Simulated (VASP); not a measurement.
## Ca: single point with PBE

Ca:

```
Ca
1.0
    -2.20386    2.20386    2.31406
     2.20386   -2.20386    2.31406
     2.20386    2.20386   -2.31406
Ca
1
Direct
  0.00000 0.00000 0.00000
```

This cell differs from its parent crystal: ratio of the length along z to the lengths across it x 1.05, volume and fractional coordinates fixed.

| Property | Result |
| --- | --- |
| Program | VASP 6.6.1 |
| Task | single point |
| Functional | PBE |
| Potentials or basis | VASP PAW PBE potentials, release 64 (Ca_sv) |
| Cutoff | 520 eV |
| k mesh | 16 × 16 × 16 |
| Occupations | gaussian, width 0.15 eV |
| Spin | no spin polarisation |
| Dipole correction | no |
| Further INCAR settings | ALGO = Fast; EDIFF = 1e-06; NBANDS = 11 |

| Property | Result |
| --- | --- |
| Pressure | -1.0 GPa |
| Band gap on the k mesh | zero (band 5 reaches 2.07 eV, above the bottom of band 6 at 1.64 eV) |

Stress tensor (GPa, compression positive):
```
-1.02  0.00  0.00
 0.00 -1.02  0.00
 0.00  0.00 -0.91
```

Levels at points of the mesh, in eV from the Fermi level:
| k point | band 3 | band 4 | band 5 | band 6 | band 7 | band 8 |
| --- | --- | --- | --- | --- | --- | --- |
| (0.00, 0.00, 0.00) | -23.14 | -23.13 | -3.96 | 2.14 | 2.14 | 2.34 |
| (0.50, 0.00, 0.00) | -23.18 | -23.14 | -0.91 | -0.12 | 1.40 | 2.97 |
| (0.50, 0.50, 0.00) | -23.18 | -23.14 | -0.80 | 0.03 | 1.14 | 3.24 |
| (0.50, 0.50, 0.50) | -23.22 | -23.22 | 0.06 | 0.16 | 3.18 | 3.89 |

Wall time 2.9 min on 1 thread of Intel(R) Xeon(R) Platinum 8375C CPU @ 2.90GHz (Ice Lake), on a shared host, peak memory 0.3 GiB.
